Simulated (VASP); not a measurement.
Wanted: the native input for a VASP 6.6.1 run.

* Task: single point
* Functional: HF
* Potentials or basis: VASP PAW PBE potentials, release 64 (In_d, P)
* Cutoff: 520 eV
* k mesh: 6 × 6 × 6
* Occupations: gaussian, width 0.01 eV
* Spin: no spin polarisation
* Dipole correction: no
* Grid for exact exchange (PRECFOCK): Normal
* Further INCAR settings: ALGO = Normal; EDIFF = 1e-06; NBANDS = 16
* Share of exact exchange: 1

The system is InP.

```
In P
1.0
     0.00000    2.95379    2.95379
     2.95379    0.00000    2.95379
     2.95379    2.95379    0.00000
In P
1 1
Direct
  0.00000 0.00000 0.00000
  0.25000 0.25000 0.25000
```

One way to write it, as run:

POSCAR

```
InP
1.0
    0.0000000000      2.9537876370      2.9537876370
    2.9537876370      0.0000000000      2.9537876370
    2.9537876370      2.9537876370      0.0000000000
In P
1 1
Direct
    0.0000000000      0.0000000000      0.0000000000
    0.2500000000      0.2500000000      0.2500000000
```

INCAR.step1

```
SYSTEM = InP
PREC = Accurate
ENCUT = 520
EDIFF = 1E-5
ISMEAR = 0
SIGMA = 0.01
LREAL = .FALSE.
LASPH = .TRUE.
NELM = 80
ALGO = Normal
ISIF = 2
LWAVE = .TRUE.
NBANDS = 16
GGA = PE
```

INCAR.step2

```
SYSTEM = InP
PREC = Accurate
ENCUT = 520
EDIFF = 1E-6
ISMEAR = 0
SIGMA = 0.01
LREAL = .FALSE.
LASPH = .TRUE.
NELM = 80
ALGO = Normal
ISIF = 2
LWAVE = .FALSE.
LCHARG = .TRUE.
GGA = PE
LHFCALC = .TRUE.
AEXX = 1.0
ALDAC = 0.0
AGGAC = 0.0
PRECFOCK = Normal
LELF = .TRUE.
LVHAR = .TRUE.
NBANDS = 16
ISTART = 1
```

KPOINTS

```
regular mesh
0
G
  6 6 6
  0 0 0
```

Potentials or basis: VASP PAW PBE potentials, release 64 (In_d, P).

Command:

```console
$ cat potpaw_PBE.64/In_d/POTCAR potpaw_PBE.64/P/POTCAR > POTCAR
$ cp INCAR.step1 INCAR
$ mpirun -np 1 vasp_std > vasp.out
$ cp INCAR.step2 INCAR
$ mpirun -np 1 vasp_std > vasp.out
```

Results of the run:

```
Pressure               : 2.4 GPa
Band gap on the k mesh : 7.04 eV
```

Caveat: the PAW data sets were made with another functional, which shifts forces and pressure a little; spin-orbit coupling is left out, which moves the levels of the heavy elements.

Run time: 110 min on 1 thread of Oxide Virtual Turin-like Processor, on a shared host, peak memory 0.17 GiB.
